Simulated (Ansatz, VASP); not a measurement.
**Two plane-wave programs on BaS**

POSCAR

```
BaS
1.0
    0.0000000000      3.5194117709      3.5194117709
    3.5722029475      0.0000000000      3.5194117709
    3.5722029475      3.5194117709      0.0000000000
Ba S
1 1
Direct
    0.0000000000      0.0000000000      0.0000000000
    0.2500000000      0.2500000000      0.2500000000
```

File INCAR.step1:

```
SYSTEM = BaS
  ALGO = Normal
  EDIFF = 1E-5
  ENCUT = 520
  GGA = PE
  ISIF = 2
  ISMEAR = 0
  LASPH = .TRUE.
  LCHARG = .FALSE.
  LREAL = .FALSE.
  LWAVE = .TRUE.
  NBANDS = 15
  NELM = 60
  PREC = Accurate
  SIGMA = 0.01
```

The input INCAR.step2:

```
SYSTEM = BaS
  ALGO = Normal
  EDIFF = 1E-6
  ENCUT = 520
  GGA = PE
  HFSCREEN = 0.2079
  ISIF = 2
  ISMEAR = 0
  ISTART = 1
  LASPH = .TRUE.
  LCHARG = .FALSE.
  LHFCALC = .TRUE.
  LREAL = .FALSE.
  LWAVE = .FALSE.
  NBANDS = 15
  NELM = 60
  PREC = Accurate
  PRECFOCK = Normal
  SIGMA = 0.01
```

File KPOINTS:

```
k-points
0
G
  4 4 4
  0 0 0
```

Input for Ansatz:

```yaml
crystal:
  lattice:
    - [0.0, 3.5194117709, 3.5194117709]
    - [3.5722029475, 0.0, 3.5194117709]
    - [3.5722029475, 3.5194117709, 0.0]
  atoms:
    - { symbol: Ba, position: [0.0, 0.0, 0.0] }
    - { symbol: S, position: [0.25, 0.25, 0.25] }
kpoints:
  mp_grid: { grid: [4, 4, 4] }
  band_path:
    path:
      - [0.0, 0.0, 0.0]
      - [-0.5, -0.5, 0.0]
      - [-0.375, -0.375, 0.25]
      - [-0.375, 0.0, 0.375]
      - [0.0, 0.0, 0.5]
      - [-0.5, -0.25, 0.25]
      - [0.239583, -0.5, -0.260417]
    npoints: 1
hamiltonian:
  xc: hse06
scf:
  occupations: { method: fixed }
  n_extra_bands: 4
output:
  forces: true
  stress: true
  eigenvalues: true
```

Change from the starting cell: uniaxial_x strain +1.5%.

Alike in both runs: task single point; functional HSE06; k mesh 4 × 4 × 4; no spin polarisation.

|  | VASP | Ansatz |
| --- | --- | --- |
| version | VASP 6.6.1 | Ansatz 0.2.0 |
| potentials or method | VASP PAW PBE potentials, release 64 (Ba_sv, S) | plane waves, PAW |
| plane-wave cutoff (eV) | 520 | 420 |
| occupations | gaussian, width 0.01 eV | fixed |
| valence electrons in the cell | 16 | 16 |

VASP gave:

* gap on the k mesh at the Fermi level (eV): 3.61
* pressure (GPa): -0.3
* traceless stress, the component that is largest in VASP (GPa): -0.05

Estimate Ansatz's values.

gap on the k mesh at the Fermi level (eV): 3.61; pressure (GPa): -0.6; traceless stress, the component that is largest in VASP (GPa): -0.05.

Ansatz's warnings: stress exchange threshold loose, stress scf threshold loose.

Neither program's run includes spin-orbit coupling.
